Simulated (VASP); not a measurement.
Set up this calculation in VASP 6.6.1, as the native input.

```yaml
Task: single point
Functional: PBE
Potentials_or_basis: VASP PAW PBE potentials, release 64 (Ba_sv)
Cutoff: 520 eV
k_mesh: 8 × 8 × 6
Occupations: fermi-dirac, width 0.1 eV
Spin: no spin polarisation
Dipole_correction: no
Further_INCAR_settings: ALGO = Normal; EDIFF = 1e-07; NBANDS = 17; ISYM = 0
```

The structure of Ba lies in POSCAR:

```
Ba
1.0
   -3.8249566190      3.8239823718      2.0705620676
    3.8239823718     -3.8249566190      2.0705620676
    3.8267372180      3.8267372180     -2.0723464031
Ba
2
Direct
    0.0000490125      0.9999509875      0.0000000000
    0.7499509875      0.2500490125      0.5000000000
```

The input as run:

INCAR

```
PREC = Accurate
ENCUT = 520
EDIFF = 1E-7
ISMEAR = -1
SIGMA = 0.1
LREAL = F
LASPH = T
NELM = 80
ALGO = Normal
ISIF = 2
LWAVE = F
LCHARG = F
GGA = PE
NBANDS = 17
ISYM = 0
```

KPOINTS

```
Automatic mesh
0
Gamma
  8 8 6
```

Potentials or basis: VASP PAW PBE potentials, release 64 (Ba_sv).

Command:

```bash
$ cat potpaw_PBE.64/Ba_sv/POTCAR > POTCAR
$ mpirun -np 1 vasp_std > vasp.out
```

It gave:

| Property | Result |
| --- | --- |
| Pressure | 0.1 GPa |
| Band gap on the k mesh | zero (bands 10 and 11 overlap by 0.18 eV) |

Caveat: spin-orbit coupling is left out, which moves the levels of the heavy elements.

Run time: 4.7 min on 1 thread of AMD EPYC 9R45 96-Core Processor (Zen 5) (shared host), peak memory 0.51 GiB.
